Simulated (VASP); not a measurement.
Wanted: the native input for a VASP 6.6.1 run.

```
Task                   : relaxation of cell and atoms
Functional             : PBE
Potentials or basis    : VASP PAW PBE potentials, release 64 (Mo_sv, P)
Cutoff                 : 600 eV
k mesh                 : 4 × 4 × 4
Occupations            : gaussian, width 0.1 eV
Spin                   : no spin polarisation
Dipole correction      : no
Further INCAR settings : ALGO = Normal; EDIFF = 1e-06; IBRION = 2; EDIFFG = -0.04; NSW = 90; ISIF = 3
```

The structure of Mo3P4 lies in POSCAR:

```
Mo3P4
1.0
    5.2397490600      0.0000000000      0.0000000000
    0.0000000000      5.2397490600      0.0000000000
    0.0000000000      0.0000000000      5.2397490600
Mo P
3 4
Direct
    0.0000000000      0.0000000000      0.5000000000
    0.5000000000      0.0000000000      0.0000000000
    0.0000000000      0.5000000000      0.0000000000
    0.7237776700      0.2762223300      0.2762223300
    0.2762223300      0.7237776700      0.2762223300
    0.2762223300      0.2762223300      0.7237776700
    0.7237776700      0.7237776700      0.7237776700
```

The cell was generated, and may not be a known phase.

The input as run:

INCAR

```
ALGO = Normal
EDIFF = 1E-6
EDIFFG = -0.04
ENCUT = 600
GGA = PE
IBRION = 2
ISIF = 3
ISMEAR = 0
LASPH = True
LCHARG = False
LREAL = False
LWAVE = False
NELM = 80
NSW = 90
PREC = Accurate
SIGMA = 0.1
```

KPOINTS

```
k-points
0
Gamma
  4 4 4
```

Potentials or basis: VASP PAW PBE potentials, release 64 (Mo_sv, P).

Command:

```console
$ cat potpaw_PBE.64/Mo_sv/POTCAR potpaw_PBE.64/P/POTCAR > POTCAR
$ mpirun -np 1 vasp_std > vasp.out
```

It gave:

```yaml
Relaxed_volume: 17.26 Å³/atom
Relaxed_cell: a = 4.944 Å, b = 4.944 Å, c = 4.944 Å, α = 90.00°, β = 90.00°, γ = 90.00°
Space_group_after_relaxing_to_0.1_Å: P-43m (No. 215)
Energy_gained_by_relaxing: 61.0 meV/atom
Ionic_steps: 14
Pressure_after_relaxing: -0.1 GPa
Largest_force_after_relaxing: 0.007 eV/Å
Band_gap_on_the_k_mesh: zero (bands 31 and 32 overlap by 1.08 eV)
```

Caveat: the volume moved by over 15 % at a fixed basis, so the end points are rough.

Run time: 4.4 min on 1 thread of Intel(R) Xeon(R) 6975P-C (Granite Rapids), on a shared host, peak memory 0.29 GiB.
